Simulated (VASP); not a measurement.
## Cl: single point with PBEsol+D3(BJ)

Crystal: Cl.

```xyz
4
Lattice="3.1200 -2.2400 0.0000 3.1200 2.2400 0.0000 0.0000 0.0000 8.2600" Properties=species:S:1:pos:R:3 pbc="T T T"
Cl    3.1200    1.6576    0.8260
Cl    3.1200   -0.5824    3.3040
Cl    3.1200   -1.6576    7.4340
Cl    3.1200    0.5824    4.9560
```

```
Program             : VASP 6.6.1
Task                : single point
Functional          : PBEsol
Dispersion          : D3(BJ)
Potentials or basis : VASP PAW PBE potentials, release 64 (Cl)
Cutoff              : 520 eV
k mesh              : 7 × 7 × 4
Occupations         : fermi-dirac, width 0.02 eV
Spin                : no spin polarisation
```

| Quantity | Value |
| --- | --- |
| Pressure | -2.0 GPa |
| Largest force | 0.392 eV/Å |
| Band gap on the k mesh | 2.45 eV, indirect (least direct gap 2.47 eV) |
| Dispersion energy per atom | -0.120 eV |

Forces in eV/Å, atoms in the order of the input:
```
Cl   0.000  0.302 -0.249
Cl   0.000  0.302  0.249
Cl   0.000 -0.302  0.249
Cl   0.000 -0.302 -0.249
```

Stress tensor (GPa, compression positive):
```
-0.44  0.00  0.00
 0.00 -2.22  0.00
 0.00  0.00 -3.29
```

Levels at points of the mesh, in eV from the valence-band top:
```tsv
k point	band 12	band 13	band 14	band 15	band 16	band 17
(0.00, 0.00, 0.00)	-0.40	-0.12	-0.02	2.45	3.06	6.78
(0.00, 0.00, 0.50)	-0.64	-0.07	-0.07	2.67	2.67	7.36
```

Wall time 50 s on 1 thread of Intel(R) Xeon(R) 6975P-C (Granite Rapids) (shared host), peak memory 0.26 GiB.

Caveat: the PAW data sets were made with another functional, which shifts forces and pressure a little. A k mesh can miss the band edges.
